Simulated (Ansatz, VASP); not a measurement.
## WSe2: VASP beside Ansatz

Contents of INCAR:

```
SYSTEM = WSe2
PREC = Accurate
ENCUT = 520
EDIFF = 1E-6
ISMEAR = -1
SIGMA = 0.08
LREAL = .FALSE.
LASPH = .TRUE.
NELM = 60
ALGO = Normal
ISIF = 2
LWAVE = .FALSE.
LCHARG = .FALSE.
GGA = PE
NBANDS = 35
```

KPOINTS

```
Automatic mesh
0
G
  11 11 3
  0 0 0
```

Contents of POSCAR:

```
WSe2
1.0
    3.3886984040      0.0000000000      0.0000000000
   -1.6943492020      2.9346989036      0.0000000000
    0.0000000000      0.0000000000     12.9700000000
W Se
2 4
Direct
    0.3333333333      0.6666666667      0.2500000000
    0.6666666667      0.3333333333      0.7500000000
    0.3333333333      0.6666666667      0.6210000000
    0.6666666667      0.3333333333      0.1210000000
    0.3333333333      0.6666666667      0.8790000000
    0.6666666667      0.3333333333      0.3790000000
```

Input for Ansatz:

```yaml
crystal:
  lattice:
    - [3.388698404, 0.0, 0.0]
    - [-1.694349202, 2.9346989036, 0.0]
    - [0.0, 0.0, 12.97]
  atoms:
    - { symbol: W, position: [0.3333333333, 0.6666666667, 0.25] }
    - { symbol: W, position: [0.6666666667, 0.3333333333, 0.75] }
    - { symbol: Se, position: [0.3333333333, 0.6666666667, 0.621] }
    - { symbol: Se, position: [0.6666666667, 0.3333333333, 0.121] }
    - { symbol: Se, position: [0.3333333333, 0.6666666667, 0.879] }
    - { symbol: Se, position: [0.6666666667, 0.3333333333, 0.379] }
kpoints:
  mp_grid: { grid: [11, 11, 3] }
  band_path:
    path:
      - [0.0, 0.0, 0.0]
      - [0.5, 0.0, 0.0]
      - [0.3333333333, 0.3333333333, 0.0]
      - [0.0, 0.0, 0.0]
      - [0.0, 0.0, 0.5]
      - [0.5, 0.0, 0.5]
      - [0.3333333333, 0.3333333333, 0.5]
      - [0.0, 0.0, 0.5]
      - [0.5, 0.0, 0.5]
    npoints: 5
scf:
  occupations: { method: fermi_dirac, width: 0.08 }
hamiltonian:
  xc: pbe
  pseudopotentials: { kind: all_electron, lapw: { basis_error: 0.0005 } }
output:
  forces: true
  stress: true
  eigenvalues: true
```

Change from the starting cell: equal xx and yy strain of +3 %.

Alike in both runs: task single point; functional PBE; k mesh 11 × 11 × 3; occupations fermi-dirac, width 0.08 eV; no spin polarisation.

|  | VASP | Ansatz |
| --- | --- | --- |
| version | VASP 6.6.1 | Ansatz 0.2.0 |
| potentials or method | VASP PAW PBE potentials, release 64 (W_sv, Se), cutoff 520 eV | all-electron LAPW, scalar-relativistic |

|  | VASP | Ansatz | Ansatz less VASP |
| --- | --- | --- | --- |
| pressure (GPa) | -3.3 | -3.5 | -0.20 |
| traceless stress, the component that is largest in VASP (GPa) | 2.54 | 2.47 | -0.066 |
| rms of the force components (eV/Å) | 0.179 | 0.195 | +0.0161 |

Atom by atom the forces differ by 0.016 eV/Å (rms over components). Ansatz ran all-electron here, and VASP with PAW potentials.

Spin-orbit coupling is off throughout.
